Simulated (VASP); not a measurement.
Write the native input for VASP 6.6.1 that does the following.

| Quantity | Value |
| --- | --- |
| Task | single point |
| Functional | BLYP |
| Potentials or basis | VASP PAW PBE potentials, release 64 (Os) |
| Cutoff | 520 eV |
| k mesh | 14 × 14 × 14 |
| Occupations | fermi-dirac, width 0.1 eV |
| Spin | no spin polarisation |
| Dipole correction | no |
| Further INCAR settings | ALGO = Normal; EDIFF = 1e-07; NBANDS = 10 |

The structure of Os lies in POSCAR:

```
Os
1.0
   -1.5700430959      1.5700430959      1.5700430959
    1.5700430959     -1.5700430959      1.5700430959
    1.5700430959      1.5700430959     -1.5700430959
Os
1
Direct
    0.0000000000      0.0000000000      0.0000000000
```

These files were run (other wordings do the same):

INCAR

```
  AGGAC = 1.0
  AGGAX = 1.0
  ALDAC = 0.0
  ALDAX = 1.0
  ALGO = Normal
  EDIFF = 1E-7
  ENCUT = 520
  GGA = B5
  ISIF = 2
  ISMEAR = -1
  LASPH = True
  LCHARG = False
  LREAL = False
  LWAVE = False
  NBANDS = 10
  NELM = 60
  PREC = Accurate
  SIGMA = 0.1
```

KPOINTS

```
k-points
0
Gamma
  14 14 14
```

Potentials or basis: VASP PAW PBE potentials, release 64 (Os).

Launch:

```sh
$ cat potpaw_PBE.64/Os/POTCAR > POTCAR
$ mpirun -np 1 vasp_std > vasp.out
```

It gave:

```json
{
  "Pressure": "2.4 GPa",
  "Band gap on the k mesh": "zero (band 4 reaches 11.00 eV, above the bottom of band 5 at 7.12 eV)"
}
```

Caveat: the PAW data sets were made with another functional, which shifts forces and pressure a little; spin-orbit coupling is left out, which moves the levels of the heavy elements.

Wall time 8 s on 1 thread of Intel(R) Xeon(R) 6975P-C (Granite Rapids) (shared host), peak memory 0.14 GiB.
